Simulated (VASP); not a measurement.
Input of a VASP 6.6.1 run:

INCAR

```
SYSTEM = Ga
PREC = Accurate
ENCUT = 520
EDIFF = 1E-6
ISMEAR = -1
SIGMA = 0.05
LREAL = .False.
LASPH = .True.
NELM = 80
ALGO = Fast
ISIF = 2
LWAVE = .False.
LCHARG = .False.
GGA = PS
NBANDS = 20
```

The input KPOINTS:

```
regular mesh
0
Gamma
  10 10 8
  0 0 0
```

Contents of POSCAR:

```
Ga
1.0
    1.3425569993     -3.8940977789      0.0035083729
    1.3425569993      3.8940977789      0.0035083729
   -0.1055656703      0.0000000000      3.0364988324
Ga
2
Direct
    0.1341104587      0.8658895413      0.7500000000
    0.8658895413      0.1341104587      0.2500000000
```

Potentials or basis: VASP PAW PBE potentials, release 64 (Ga_d).

The run is started by

```console
$ cat potpaw_PBE.64/Ga_d/POTCAR > POTCAR
$ mpirun -np 1 vasp_std > vasp.out
```

Question: Predict the largest force.

Answer: 0.003 eV/Å.

Question: Predict the pressure.

Answer: 10.1 GPa.

Question: Predict the band gap on the k mesh.

Answer: Zero (band 13 reaches 12.35 eV, above the bottom of band 14 at 2.09 eV).

Forces on the atoms (eV/Å):
```
Ga   0.000  0.003  0.000
Ga   0.000 -0.003  0.000
```

Caveat: the PAW data sets were made with another functional, which shifts forces and pressure a little.
